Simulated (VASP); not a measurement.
PbSe (Clausthalite):

```xyz
2
Lattice="0.0000 3.0193 3.0193 3.0193 0.0000 3.0193 3.0193 3.0193 0.0000" Properties=species:S:1:pos:R:3 pbc="T T T"
Pb    0.0000    0.0000    0.0000
Se    3.0193    3.0193    3.0193
```

Base run:

```yaml
Program: VASP 6.6.1
Functional: PBEsol
Potentials_or_basis: VASP PAW PBE potentials, release 64 (Pb_d, Se)
Cutoff: 520 eV
k_mesh: 8 × 8 × 8
Occupations: fermi-dirac, width 0.05 eV
Spin: no spin polarisation
```

Its results: band gap on the k mesh 0.06 eV, direct; pressure 1.8 GPa.

**Question.** The run is repeated on the same cell with these changes: functional from PBEsol to r2SCAN; dispersion from none to rVV10. What comes out?

**Answer.** Band gap on the k mesh 0.39 eV, direct; pressure 3.3 GPa.

Several settings changed at once, so the effect can't be laid on one alone.

Caveats: the PAW data sets were made with another functional, which shifts forces and pressure a little; spin-orbit coupling is left out, which moves the levels of the heavy elements.

A k mesh can miss the band edges.
